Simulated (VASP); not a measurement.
MgSi16 (a cell with a defect): single point with PBE

MgSi16 (a cell with a defect):

```
Si Mg
1.0
     0.00000    5.47009   -5.47009
     5.47009    5.47009    0.00000
     5.47009    0.00000   -5.47009
Si Mg
16 1
Direct
  0.12936 0.12623 0.13131
  0.12959 0.60862 0.13100
  0.61215 0.12620 0.13098
  0.62627 0.62302 0.12345
  0.12978 0.12643 0.61330
  0.12184 0.62285 0.62787
  0.62647 0.11853 0.62783
  0.62632 0.62309 0.62787
  0.25429 0.74256 0.25589
  0.25039 0.24685 0.25147
  0.74601 0.74272 0.25598
  0.74582 0.25105 0.25587
  0.25434 0.74280 0.74734
  0.25450 0.25089 0.74771
  0.75015 0.74688 0.75183
  0.74621 0.25111 0.74742
  0.00046 0.99676 0.00149
```

```json
{
  "Program": "VASP 6.6.1",
  "Task": "single point",
  "Functional": "PBE",
  "Potentials or basis": "VASP PAW PBE potentials, release 64 (Si, Mg)",
  "Cutoff": "520 eV",
  "k mesh": "2 × 2 × 2",
  "Occupations": "gaussian, width 0.01 eV",
  "Spin": "collinear spin",
  "Starting moments": "[0.091, 0.091, 0.091, 0.0, 0.091, 0.0, 0.0, 0.0, 0.091, 0.0, 0.091, 0.091, 0.091, 0.091, 0.0, 0.091, 0.091] μB",
  "Dipole correction": "no",
  "Charge": "1",
  "Further INCAR settings": "LREAL = Auto; ALGO = Normal; EDIFF = 1e-07; NBANDS = 51; NELECT = 65.0"
}
```

| Property | Result |
| --- | --- |
| Largest force | 0.008 eV/Å |
| Net moment | 0.00 μB per cell |
| Valence electrons inside the program's atomic spheres | Si 1.69, 1.67, 1.66, 1.71, 1.68; Mg 0.45 |

Forces on the atoms (eV/Å):
```
Si  -0.001  0.003 -0.004
Si  -0.002  0.000  0.000
Si   0.002  0.000  0.004
Si  -0.004  0.000  0.005
Si  -0.003  0.000  0.002
Si   0.001 -0.001  0.005
Si  -0.002 -0.006  0.001
Si   0.001 -0.004 -0.001
Si   0.004  0.002 -0.002
Si   0.003 -0.005  0.000
Si  -0.006  0.002 -0.001
Si   0.001  0.004 -0.007
Si   0.001  0.001 -0.004
Si   0.000  0.000  0.002
Si   0.000  0.005 -0.004
Si   0.000  0.002  0.000
Mg   0.003 -0.003  0.002
```

Levels at points of the mesh, in eV from the Fermi level:
Spin up:
```
           k point  band 30  band 31  band 32  band 33  band 34  band 35
(0.00, 0.00, 0.00)    -0.65    -0.65    -0.65    -0.55    -0.07    -0.07
(0.50, 0.00, 0.00)    -1.49    -1.32    -1.32     0.29     0.63     0.66
(0.00, 0.50, 0.00)    -1.49    -1.32    -1.32     0.29     0.63     0.66
(0.00, 0.00, 0.50)    -1.49    -1.32    -1.32     0.29     0.64     0.66
(0.50, 0.50, 0.50)    -1.49    -1.32    -1.32     0.29     0.63     0.66
(0.50, 0.50, 0.00)    -1.95    -1.95    -1.84     0.24     0.37     1.45
(0.00, 0.50, 0.50)    -1.95    -1.95    -1.84     0.24     0.37     1.45
(0.50, 0.00, 0.50)    -1.95    -1.95    -1.84     0.24     0.37     1.45
```
Spin down:
```
           k point  band 30  band 31  band 32  band 33  band 34  band 35
(0.00, 0.00, 0.00)    -0.65    -0.65    -0.65    -0.55    -0.07    -0.07
(0.50, 0.00, 0.00)    -1.49    -1.32    -1.32     0.29     0.63     0.66
(0.00, 0.50, 0.00)    -1.49    -1.32    -1.32     0.29     0.63     0.66
(0.00, 0.00, 0.50)    -1.49    -1.32    -1.32     0.29     0.64     0.66
(0.50, 0.50, 0.50)    -1.49    -1.32    -1.32     0.29     0.63     0.66
(0.50, 0.50, 0.00)    -1.95    -1.95    -1.84     0.24     0.37     1.45
(0.00, 0.50, 0.50)    -1.95    -1.95    -1.84     0.24     0.37     1.45
(0.50, 0.00, 0.50)    -1.95    -1.95    -1.84     0.24     0.37     1.45
```

Wall time 22 min on 1 thread of AMD EPYC 7R13, with other jobs on the host, peak memory 0.68 GiB.

Caveat: the k points lie up to 0.50 Å⁻¹ apart; the cell carries a net charge on a neutralising background, which shifts energy and pressure; the cell is charged against a uniform background, so pressure and absolute levels hang on convention.
